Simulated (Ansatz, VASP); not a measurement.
TiO: VASP beside Ansatz

Contents of INCAR:

```
PREC = Accurate
ENCUT = 520
EDIFF = 1E-7
ISMEAR = -1
SIGMA = 0.1
LREAL = False
LASPH = True
NELM = 60
ALGO = Normal
ISIF = 2
LWAVE = False
LCHARG = False
GGA = PS
NBANDS = 26
```

KPOINTS

```
Automatic mesh
0
Gamma
  18 18 8
```

File POSCAR:

```
TiO
1.0
    2.8516080131      0.0000000000      0.0000000000
   -1.4258040066      2.4695649810      0.0000000000
    0.0000000000      0.0000000000      5.5675030000
Ti O
2 2
Direct
    0.3333333333      0.6666666667      0.2500000000
    0.6666666667      0.3333333333      0.7500000000
    0.0000000000      0.0000000000      0.0000000000
    0.0000000000      0.0000000000      0.5000000000
```

Input for Ansatz:

```yaml
crystal:
  lattice:
    - [2.8516080131, 0.0, 0.0]
    - [-1.4258040066, 2.469564981, 0.0]
    - [0.0, 0.0, 5.567503]
  atoms:
    - { symbol: Ti, position: [0.3333333333, 0.6666666667, 0.25] }
    - { symbol: Ti, position: [0.6666666667, 0.3333333333, 0.75] }
    - { symbol: O, position: [0.0, 0.0, 0.0] }
    - { symbol: O, position: [0.0, 0.0, 0.5] }
basis:
  ecutwfc: 420
kpoints:
  mp_grid: { grid: [18, 18, 8] }
hamiltonian:
  xc: pbesol
scf:
  occupations: { method: fermi_dirac, width: 0.1 }
output:
  forces: true
  stress: true
  eigenvalues: true
```

Alike in both runs: task single point; functional PBEsol; k mesh 18 × 18 × 8; occupations fermi-dirac, width 0.1 eV; no spin polarisation.

|  | VASP | Ansatz |
| --- | --- | --- |
| version | VASP 6.6.1 | Ansatz 0.2.0 |
| potentials or method | VASP PAW PBE potentials, release 64 (Ti_sv, O), cutoff 520 eV | scalar-relativistic, plane waves, PAW |
| valence electrons in the cell | 36 | 36 |

```csv
,VASP,Ansatz,Ansatz less VASP
gap on the k mesh at the Fermi level (eV),none,none,-
pressure (GPa),-9.3,-10.0,-0.66
"traceless stress, the component that is largest in VASP (GPa)",-2.08,-2.16,-0.084
```

VASP's potentials were made for PBE, not for PBEsol. A gap of «none» marks a metal or a gap that the smearing closes.
